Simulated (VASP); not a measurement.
ZrSc, 2 atoms in the cell. It takes space group P-6m2 (No. 187, hexagonal). Conventional cell: a = 2.721 Å, b = 2.721 Å, c = 4.514 Å, α = 90.00°, β = 90.00°, γ = 120.00°. Within 3.6 Å of Zr (site symmetry -6m2) lie 6 Zr at 2.72 Å and 6 Sc at 2.75 Å. Within 3.6 Å of Sc (site symmetry -6m2) lie 6 Sc at 2.72 Å and 6 Zr at 2.75 Å. 

| Item | Value |
| --- | --- |
| Program | VASP 6.6.1 |
| Task | relaxation of cell and atoms |
| Functional | PBEsol |
| Potentials or basis | VASP PAW PBE potentials, release 64 (Zr_sv, Sc_sv) |
| Cutoff | 600 eV |
| k mesh | 18 × 18 × 10 |
| Occupations | gaussian, width 0.1 eV |
| Spin | no spin polarisation |
| Target pressure | 90 GPa |
| Dipole correction | no |
| Further INCAR settings | ALGO = Fast; EDIFF = 1e-06; IBRION = 2; EDIFFG = -0.008; NSW = 70; ISIF = 3 |

Potentials or basis: VASP PAW PBE potentials, release 64 (Zr_sv, Sc_sv).

Run with:

```bash
$ cat potpaw_PBE.64/Zr_sv/POTCAR potpaw_PBE.64/Sc_sv/POTCAR > POTCAR
$ mpirun -np 1 vasp_std > vasp.out
```

Hardware: 1 thread of Intel(R) Xeon(R) 6975P-C (Granite Rapids) (shared host).

Q: How long does it take, and how much memory?

A: It took 11 min on 1 thread of Intel(R) Xeon(R) 6975P-C (Granite Rapids), on a shared host, peak memory 0.3 GiB. Counts: scf iterations 230, k points 222, ion steps 10.
